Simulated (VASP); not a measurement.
# Hf (P6_3/mmc) in VASP: a series of runs, part 2 of 2

VASP 6.6.1. The steps go on from the part before.

### 5 Single point, LDA (22.58 Å³/atom)

This run uses another cell than the first one, of 22.58 Å³/atom.

INCAR reads:

```
PREC = Accurate ; ENCUT = 520
EDIFF = 1E-6 ; ISMEAR = -1
SIGMA = 0.1 ; LREAL = F
LASPH = T ; NELM = 60
ALGO = Normal ; ISIF = 2
LWAVE = F ; LCHARG = F
NBANDS = 28
```

KPOINTS reads:

```
Automatic mesh
0
Gamma
  13 13 4
```

POSCAR reads:

```
Hf
1.0
    3.1919173584      0.0000000000      0.0000000000
   -1.5959586792      2.7642815191      0.0000000000
    0.0000000000      0.0000000000     10.2345775834
Hf
4
Direct
    0.0000000000      1.0000000000      1.0000000000
    0.0000000000      1.0000000000      0.5000000000
    0.3333333333      0.6666666667      0.2500000000
    0.6666666667      0.3333333333      0.7500000000
```

Potentials or basis: VASP PAW LDA potentials, release 64 (Hf_pv).

On the command line:

```sh
cat potpaw_LDA.64/Hf_pv/POTCAR > POTCAR
mpirun -np 1 vasp_std > vasp.out
```

OUTCAR:

```text
PREC = Accurate
   ENCUT = 520
   EDIFF = 1E-6
   ISMEAR = -1
   LREAL = F
   LASPH = T
   NELM = 60
   ISIF = 2

 ion  position               nearest neighbor table
   1  0.000  0.000  0.000-   3 3.15   4 3.15   3 3.15   4 3.15   4 3.15   3 3.15
   2  0.000  0.000  0.500-   3 3.15   4 3.15   3 3.15   4 3.15   4 3.15   3 3.15
   3  0.333  0.667  0.250-   1 3.15   2 3.15   1 3.15   2 3.15   1 3.15   2 3.15
   4  0.667  0.333  0.750-   1 3.15   2 3.15   1 3.15   2 3.15   1 3.15   2 3.15

  LATTYP: Found a hexagonal cell.
 ALAT       =     3.1919173584
 C/A-ratio  =     3.2064043126

  Lattice vectors:

 A1 = (   3.1919173584,   0.0000000000,   0.0000000000)
 A2 = (  -1.5959586792,   2.7642815191,   0.0000000000)
 A3 = (   0.0000000000,   0.0000000000,  10.2345775834)

Analysis of symmetry for initial positions (statically):
=====================================================================
 Subroutine PRICEL returns:
 Original cell was already a primitive cell.

 Routine SETGRP: Setting up the symmetry group for a
 hexagonal supercell.

[... 170 lines left out ...]
  energy without entropy =      -42.28824979  energy(sigma->0) =      -42.37896654

 E-fermi :   4.6042     XC(G=0): -11.4316

 val. band max:        4.5989539968   @ k =   0.4615   0.0000   0.2500
 cond. band min:       4.6146926796   @ k =   0.0769   0.0769   0.0000
 fundamental gap:      0.0157386827
 Fermi energy:         4.6041524583

 k-point     1 :       0.0000    0.0000    0.0000
  band No.  band energies     occupation
      1     -26.1896      2.00000
      2     -25.8038      2.00000
      3     -25.7668      2.00000
      4     -25.4767      2.00000
      5     -25.4767      2.00000
      6     -25.4326      2.00000
[... 733 lines left out ...]
     27       6.5902      0.00000
     28       6.7563      0.00000

 [... further k-points ...]

------------------------ aborting loop because EDIFF is reached ----------------------------------------

  FORCE on cell =-STRESS in cart. coord.  units (eV):
  Direction    XX          YY          ZZ          XY          YZ          ZX
  --------------------------------------------------------------------------------------
  -------------------------------------------------------------------------------------
  Total       -4.3135836     -4.3135836     -4.5792865      0.0000000      0.0000000      0.0000000
  in kB      -76.5323370    -76.5323370    -81.2464822      0.0000000      0.0000000      0.0000000
  external PRESSURE =     -78.1037187 kB  Pullay stress =       0.0000000 kB

 VOLUME and BASIS-vectors are now :
 -----------------------------------------------------------------------------
  energy-cutoff  :      520.00
  volume of cell :       90.30
      direct lattice vectors                 reciprocal lattice vectors
     3.191917358  0.000000000  0.000000000     0.313291319  0.180878827  0.000000000
    -1.595958679  2.764281519  0.000000000     0.000000000  0.361757655  0.000000000
     0.000000000  0.000000000 10.234577583     0.000000000  0.000000000  0.097707990

 POSITION                                       TOTAL-FORCE (eV/Angst)
 -----------------------------------------------------------------------------------
      0.00000      0.00000      0.00000         0.000000      0.000000      0.000000
      0.00000      0.00000      5.11729         0.000000      0.000000      0.000000
     -0.00000      1.84285      2.55864        -0.000000      0.000000     -0.000000
      1.59596      0.92143      7.67593        -0.000000      0.000000      0.000000
 -----------------------------------------------------------------------------------
    total drift:                               -0.000000      0.000000     -0.000000

  FREE ENERGIE OF THE ION-ELECTRON SYSTEM (eV)
  ---------------------------------------------------
  free  energy   TOTEN  =       -42.4696832940 eV

  energy  without entropy=      -42.2882497918  energy(sigma->0) =      -42.37896654
```

OSZICAR:

```text
N       E                     dE             d eps       ncg     rms          rms(c)
DAV:   1     0.142498011651E+03    0.14250E+03   -0.22183E+04  3608   0.136E+03
DAV:   2    -0.359523488917E+02   -0.17845E+03   -0.17317E+03  4204   0.324E+02
DAV:   3    -0.438472474750E+02   -0.78949E+01   -0.74986E+01  4712   0.417E+01
DAV:   4    -0.440243385284E+02   -0.17709E+00   -0.17555E+00  4356   0.602E+00
DAV:   5    -0.440275015894E+02   -0.31631E-02   -0.31607E-02  4428   0.731E-01    0.920E+01
DAV:   6    -0.428761509139E+02    0.11514E+01   -0.10863E+00  3836   0.543E+00    0.534E+01
DAV:   7    -0.424979091222E+02    0.37824E+00   -0.17573E+00  3684   0.670E+00    0.333E+00
DAV:   8    -0.424818454652E+02    0.16064E-01   -0.21640E-01  4484   0.235E+00    0.247E+00
DAV:   9    -0.424693933086E+02    0.12452E-01   -0.68923E-02  4232   0.143E+00    0.530E-01
DAV:  10    -0.424697480365E+02   -0.35473E-03   -0.44142E-03  4188   0.361E-01    0.218E-01
DAV:  11    -0.424696902274E+02    0.57809E-04   -0.23601E-04  4756   0.695E-02    0.417E-02
DAV:  12    -0.424696828000E+02    0.74274E-05   -0.39458E-05  4272   0.412E-02    0.297E-02
DAV:  13    -0.424696832940E+02   -0.49392E-06   -0.53637E-06  4136   0.126E-02
   1 F= -.42469683E+02 E0= -.42378967E+02  d E =-.181434E+00
```

stdout:

```text
POSCAR found type information on POSCAR Hf
 POSCAR found :  1 types and       4 ions
 scaLAPACK will be used
 LDA part: xc-table for (Slater(with rela. corr.)+CA(PZ))
 , standard interpolation
 POSCAR, INCAR and KPOINTS ok, starting setup
 FFT: planning ... GRIDC
 FFT: planning ... GRID_SOFT
 FFT: planning ... GRID
 WAVECAR not read
 entering main loop
```

Run time: 3.1 min. Hardware: 1 thread of Intel Xeon 8259CL, shared host; peak memory 0.25 GiB.

Results:

```yaml
Free_energy: -42.4697 eV
Pressure: -7.8 GPa
Band_gap_on_the_k_mesh: zero (bands 20 and 21 overlap by 1.56 eV)
```

Stress tensor (GPa, compression positive):
```
-7.65  0.00  0.00
 0.00 -7.65  0.00
 0.00  0.00 -8.12
```

Caveat: the cell stands under tension; spin-orbit coupling is left out, which moves the levels of the heavy elements.

### 6 Single point, LDA (23.41 Å³/atom)

This run uses another cell than the first one, of 23.41 Å³/atom.

INCAR reads:

```
ALGO     = Normal         # electronic algorithm
EDIFF    = 1E-6           # SCF threshold, eV
ENCUT    = 520            # plane-wave cutoff, eV
ISIF     = 2              # what is computed and relaxed
ISMEAR   = -1             # smearing method
LASPH    = T              # aspherical terms in the spheres
LCHARG   = F              # write CHGCAR
LREAL    = F              # projectors in reciprocal space
LWAVE    = F              # write WAVECAR
NBANDS   = 28             # bands
NELM     = 100            # most SCF steps
PREC     = Accurate       # precision mode
SIGMA    = 0.1            # smearing width, eV
```

KPOINTS reads:

```
k-points
0
Gamma
  13 13 4
```

POSCAR reads:

```
Hf
1.0
    3.2308470165      0.0000000000      0.0000000000
   -1.6154235082      2.7979955921      0.0000000000
    0.0000000000      0.0000000000     10.3594018072
Hf
4
Direct
    0.0000000000      1.0000000000      1.0000000000
    0.0000000000      1.0000000000      0.5000000000
    0.3333333333      0.6666666667      0.2500000000
    0.6666666667      0.3333333333      0.7500000000
```

Potentials or basis: VASP PAW LDA potentials, release 64 (Hf_pv).

On the command line:

```sh
cat potpaw_LDA.64/Hf_pv/POTCAR > POTCAR
mpirun -np 1 vasp_std > vasp.out
```

Run time: 3.3 min. Hardware: 1 thread of Intel Xeon 8259CL, shared host; peak memory 0.26 GiB.

It converged, with:

```
Free energy            : -42.2741 eV
Pressure               : -10.9 GPa
Band gap on the k mesh : zero (bands 20 and 21 overlap by 1.53 eV)
```

Stress tensor (GPa, compression positive):
```
-10.73   0.00   0.00
  0.00 -10.73   0.00
  0.00   0.00 -11.24
```

Levels at points of the mesh, in eV from the Fermi level:
```tsv
k point	band 16	band 17	band 18	band 19	band 20	band 21	band 22	band 23	band 24	band 25
(0.00, 0.00, 0.00)	-3.50	0.16	0.19	0.67	0.99	0.99	1.10	1.10	1.39	1.55
(0.00, 0.00, 0.50)	-3.88	0.15	0.15	0.93	0.93	1.17	1.17	1.17	1.17	1.43
```

Caveat: the cell stands under tension; spin-orbit coupling is left out, which moves the levels of the heavy elements.

### 7 Single point, LDA

This run uses another cell than the first one, of 20.90 Å³/atom.

INCAR reads:

```
ALGO = Normal ; EDIFF = 1E-6
ENCUT = 520 ; GGA = CA
ISIF = 2 ; ISMEAR = -1
LASPH = T ; LCHARG = T
LELF = T ; LREAL = F
LVHAR = T ; LWAVE = F
NBANDS = 28 ; NELM = 100
PREC = Accurate ; SIGMA = 0.1
```

KPOINTS reads:

```
k-points
0
Gamma
  15 15 5
```

POSCAR reads:

```
Hf
1.0
    3.1110743249      0.0000000000      0.0000000000
   -1.5555371624      2.6942693985      0.0000000000
    0.0000000000      0.0000000000      9.9753621324
Hf
4
Direct
    0.0000000000      1.0000000000      1.0000000000
    0.0000000000      1.0000000000      0.5000000000
    0.3333333333      0.6666666667      0.2500000000
    0.6666666667      0.3333333333      0.7500000000
```

On the command line:

```sh
cat potpaw_LDA.64/Hf_pv/POTCAR > POTCAR
mpirun -np 1 vasp_std > vasp.out
```

Wall time 4.1 min (1 thread of Intel Xeon 8259CL, shared host); peak memory 0.27 GiB.

It converged, with:

```
Free energy            : -42.6377 eV
Pressure               : 0.1 GPa
Band gap on the k mesh : zero (bands 20 and 21 overlap by 1.71 eV)
```

Stress tensor (GPa, compression positive):
```
0.18 0.00 0.00
0.00 0.18 0.00
0.00 0.00 0.03
```

Levels at points of the mesh, in eV from the Fermi level:
```csv
k point,band 16,band 17,band 18,band 19,band 20,band 21,band 22,band 23,band 24,band 25
"(0.00, 0.00, 0.00)",-3.84,0.12,0.16,0.99,0.99,1.07,1.13,1.13,1.46,1.63
```

Caveat: spin-orbit coupling is left out, which moves the levels of the heavy elements.

### 8 Summary

| cell | k mesh | gap on the mesh (eV) | pressure (GPa) |
| --- | --- | --- | --- |
| a = 3.069, b = 3.069, c = 9.841 Å, angles 90.0, 90.0, 120.0°, 4 atoms | 13 × 13 × 4 | none | 5.3 |
| a = 3.111, b = 3.111, c = 9.975 Å, angles 90.0, 90.0, 120.0°, 4 atoms | 13 × 13 × 4 | none | 0.2 |
| a = 3.152, b = 3.152, c = 10.107 Å, angles 90.0, 90.0, 120.0°, 4 atoms | 13 × 13 × 4 | none | -4.2 |
| a = 3.192, b = 3.192, c = 10.235 Å, angles 90.0, 90.0, 120.0°, 4 atoms | 13 × 13 × 4 | none | -7.8 |
| a = 3.231, b = 3.231, c = 10.359 Å, angles 90.0, 90.0, 120.0°, 4 atoms | 13 × 13 × 4 | none | -10.9 |
| a = 3.111, b = 3.111, c = 9.975 Å, angles 90.0, 90.0, 120.0°, 4 atoms | 15 × 15 × 5 | none | 0.1 |

Alike in all rows: task single point; level LDA; potentials or basis VASP PAW LDA potentials, release 64 (Hf_pv); no spin polarisation; cutoff (eV) 520; smearing fermi-dirac 0.1 eV.

Caveats: spin-orbit coupling is left out, which moves the levels of the heavy elements; the cell stands under tension (at least some runs); the cell stands under pressure (at least some runs).

Total energies depend on the potentials used, so only differences within one code and one set of settings carry meaning.
